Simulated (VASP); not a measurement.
VO2: single point with PBE+U

The system is VO2.

```
CELL_PARAMETERS angstrom
4.27720 0.00000 0.00000
0.00000 4.27720 0.00000
0.00000 0.00000 2.92352
ATOMIC_POSITIONS crystal
V 0.00000 0.00000 0.00000
V 0.50000 0.50000 0.50000
O 0.29915 0.29915 0.00000
O 0.20085 0.79915 0.50000
O 0.70085 0.70085 0.00000
O 0.79915 0.20085 0.50000
```

| Property | Result |
| --- | --- |
| Program | VASP 6.6.1 |
| Task | single point |
| Functional | PBE |
| Potentials or basis | VASP PAW PBE potentials, release 64 (V_sv, O) |
| Cutoff | 600 eV |
| k mesh | 6 × 6 × 10 |
| Occupations | gaussian, width 0.02 eV |
| Spin | collinear spin, ferromagnetic start |
| Starting moments | [0.95, 0.95, 0.0, 0.0, 0.0, 0.0] μB |
| Hubbard terms | V d U = 3.25 eV |

| Item | Value |
| --- | --- |
| Pressure | 44.4 GPa |
| Largest force | 0.081 eV/Å |
| Band gap on the k mesh | 0.97 eV (least direct gap 1.22 eV) |
| Net moment | 2.00 μB per cell |
| Site moments | V +1.03; O -0.03 μB |
| Valence electrons inside the program's atomic spheres | V 11.69; O 5.15 |

Forces on the atoms (eV/Å):
```
V    0.000  0.000  0.000
V    0.000  0.000  0.000
O    0.057  0.057  0.000
O   -0.057  0.057  0.000
O   -0.057 -0.057  0.000
O    0.057 -0.057  0.000
```

Stress tensor (GPa, compression positive):
```
44.50  0.00  0.00
 0.00 44.50  0.00
 0.00  0.00 44.27
```

Levels at points of the mesh, in eV from the valence-band top:
Spin up:
```tsv
k point	band 24	band 25	band 26	band 27	band 28	band 29
(0.00, 0.00, 0.00)	-0.87	-0.87	-0.37	1.30	1.38	1.38
(0.50, 0.00, 0.00)	-1.27	-0.40	-0.40	2.24	2.24	2.66
(0.50, 0.50, 0.00)	-1.74	-1.27	-1.27	1.43	1.43	3.10
(0.00, 0.00, 0.50)	-2.05	-0.61	-0.61	2.45	2.45	3.02
(0.50, 0.00, 0.50)	-1.66	-0.62	-0.62	0.97	0.97	3.24
(0.50, 0.50, 0.50)	-1.05	-0.60	-0.60	1.95	1.95	2.33
```
Spin down:
| k point | band 22 | band 23 | band 24 | band 25 | band 26 | band 27 |
| --- | --- | --- | --- | --- | --- | --- |
| (0.00, 0.00, 0.00) | -0.92 | -0.92 | -0.47 | 2.08 | 2.11 | 2.11 |
| (0.50, 0.00, 0.00) | -2.75 | -1.33 | -1.33 | 2.94 | 2.94 | 3.23 |
| (0.50, 0.50, 0.00) | -2.27 | -1.74 | -1.74 | 2.15 | 2.15 | 2.57 |
| (0.00, 0.00, 0.50) | -3.34 | -2.05 | -2.05 | 3.09 | 3.09 | 3.61 |
| (0.50, 0.00, 0.50) | -2.75 | -1.72 | -1.72 | 1.70 | 1.70 | 3.85 |
| (0.50, 0.50, 0.50) | -2.15 | -1.09 | -1.09 | 2.58 | 2.58 | 2.99 |

Eigenvalues of the final occupation matrices:
| site | spin | trace | eigenvalues |
| --- | --- | --- | --- |
| site 1 d | 1 | 1.99 | 0.15 0.18 0.31 0.42 0.93 |
| site 1 d | 2 | 0.98 | 0.07 0.12 0.14 0.30 0.35 |
| site 2 d | 1 | 1.99 | 0.15 0.18 0.31 0.42 0.93 |
| site 2 d | 2 | 0.98 | 0.07 0.12 0.14 0.30 0.35 |

Wall time 92 s on 1 thread of Intel(R) Xeon(R) 6975P-C (Granite Rapids) (shared host), peak memory 0.33 GiB.

Caveat: the cell stands under pressure. A k mesh can miss the band edges.
